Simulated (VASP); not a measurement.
Crystal: SnSe.

```
CELL_PARAMETERS angstrom
3.31018 0.00000 0.00000
0.00000 3.31018 0.00000
0.00000 0.00000 3.31018
ATOMIC_POSITIONS crystal
Sn 0.00000 0.00000 0.00000
Se 0.50000 0.50000 0.50000
```

| Quantity | Value |
| --- | --- |
| Program | VASP 6.6.1 |
| Task | relaxation of cell and atoms |
| Functional | PBE |
| Potentials or basis | VASP PAW PBE potentials, release 64 (Sn_d, Se) |
| Cutoff | 600 eV |
| k mesh | 8 × 8 × 8 |
| Occupations | fermi-dirac, width 0.02 eV |
| Spin | no spin polarisation |

At the start: pressure 31.8 GPa; volume 18.14 Å³/atom.

Q: Where does the relaxation end?

A: Over 21 steps the energy falls by 504.8 meV/atom and the volume is 25.04 Å³/atom (+38.1 %); space group Pm-3m (No. 221, to 0.05 Å).

Step by step:
| step | energy change (eV) | largest force (eV/Å) | pressure (GPa) | volume (Å³) |
| --- | --- | --- | --- | --- |
| 1 | 0.0000 | 0.0000 | 31.78 | 36.27 |
| 2 | -0.8345 | 0.0000 | -5.74 | 58.62 |
| 3 | -1.0087 | 0.0000 | 0.59 | 49.57 |
| 4 | -1.0095 | 0.0000 | -0.18 | 50.26 |
| 5 | -1.0096 | 0.0000 | 0.13 | 49.95 |
| 6 | -1.0096 | 0.0000 | 0.15 | 49.95 |
| 7 | -1.0096 | 0.0000 | 0.17 | 49.95 |
| 8 | -1.0096 | 0.0000 | 0.15 | 49.95 |
| 9 | -1.0096 | 0.0000 | 0.15 | 49.95 |
| 10 | -1.0096 | 0.0000 | 0.15 | 49.95 |
| 11 | -1.0096 | 0.0000 | 0.15 | 49.95 |
| 12 | -1.0096 | 0.0000 | 0.15 | 49.95 |
| 13 | -1.0096 | 0.0000 | 0.15 | 49.95 |
| 14 | -1.0096 | 0.0000 | 0.15 | 49.95 |
| 15 | -1.0096 | 0.0000 | 0.16 | 49.95 |
| 16 | -1.0096 | 0.0000 | 0.16 | 49.96 |
| 17 | -1.0096 | 0.0000 | 0.18 | 49.96 |
| 18 | -1.0096 | 0.0000 | 0.11 | 49.97 |
| 19 | -1.0096 | 0.0000 | 0.11 | 49.98 |
| 20 | -1.0096 | 0.0000 | 0.07 | 50.02 |
| 21 | -1.0096 | 0.0000 | -0.01 | 50.08 |

Final structure:
```cif
data_structure
_symmetry_space_group_name_H-M 'P 1'
_symmetry_Int_Tables_number 1
_cell_length_a 3.6860
_cell_length_b 3.6860
_cell_length_c 3.6860
_cell_angle_alpha 90.000
_cell_angle_beta 90.000
_cell_angle_gamma 90.000
_cell_volume 50.08
loop_
_atom_site_label
_atom_site_type_symbol
_atom_site_fract_x
_atom_site_fract_y
_atom_site_fract_z
_atom_site_occupancy
Sn1 Sn 0.00000 0.00000 0.00000 1
Se1 Se 0.50000 0.50000 0.50000 1
```

Caveat: the volume moved by over 15 % at a fixed basis, so the end points are rough.
